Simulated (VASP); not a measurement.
A run of VASP 6.6.1 is set up as follows.

Contents of POSCAR:

```
KBr
1.0
    0.0000000000      3.1608000000      3.5559000000
    3.1608000000      0.0000000000      3.5559000000
    3.1608000000      3.1608000000      0.0000000000
K Br
1 1
Direct
    0.0000000000      0.0000000000      0.0000000000
    0.5000000000      0.5000000000      0.5000000000
```

Contents of INCAR.step1:

```
ALGO     = Normal         # electronic algorithm
EDIFF    = 1E-4           # SCF threshold, eV
ENCUT    = 520            # plane-wave cutoff, eV
GGA      = PE             # functional
ISMEAR   = 0              # smearing method
LASPH    = T              # aspherical terms in the spheres
LCHARG   = F              # write CHGCAR
LREAL    = F              # projectors in reciprocal space
LWAVE    = T              # write WAVECAR
NBANDS   = 15             # bands
NELM     = 80             # most SCF steps
PREC     = Accurate       # precision mode
SIGMA    = 0.05           # smearing width, eV
```

INCAR.step2

```
ALGO     = Normal         # electronic algorithm
EDIFF    = 1E-6           # SCF threshold, eV
ENCUT    = 520            # plane-wave cutoff, eV
ISIF     = 2              # what is computed and relaxed
ISMEAR   = 0              # smearing method
ISTART   = 1            
LASPH    = T              # aspherical terms in the spheres
LCHARG   = F              # write CHGCAR
LMIXTAU  = T            
LREAL    = F              # projectors in reciprocal space
LWAVE    = F              # write WAVECAR
METAGGA  = R2SCAN         # meta-GGA
NBANDS   = 15             # bands
NELM     = 80             # most SCF steps
PREC     = Accurate       # precision mode
SIGMA    = 0.05           # smearing width, eV
```

Contents of KPOINTS:

```
k-points
0
Gamma
  6 6 6
```

Potentials or basis: VASP PAW PBE potentials, release 64 (K_sv, Br).

The run is started by

```sh
$ cat potpaw_PBE.64/K_sv/POTCAR potpaw_PBE.64/Br/POTCAR > POTCAR
$ cp INCAR.step1 INCAR
$ mpirun -np 1 vasp_std > vasp.out
$ cp INCAR.step2 INCAR
$ mpirun -np 1 vasp_std > vasp.out
```

Question: Estimate the band gap on the k mesh.

Answer: 5.04 eV, direct.

Question: Predict the pressure.

Answer: 0.9 GPa.

Stress tensor (GPa, compression positive):
```
 2.15  0.00  0.00
 0.00  2.15  0.00
 0.00  0.00 -1.53
```

Caveat: the cell differs from its parent crystal (strain -0.040 along x and y, +0.080 along z); the PAW data sets were made with another functional, which shifts forces and pressure a little.
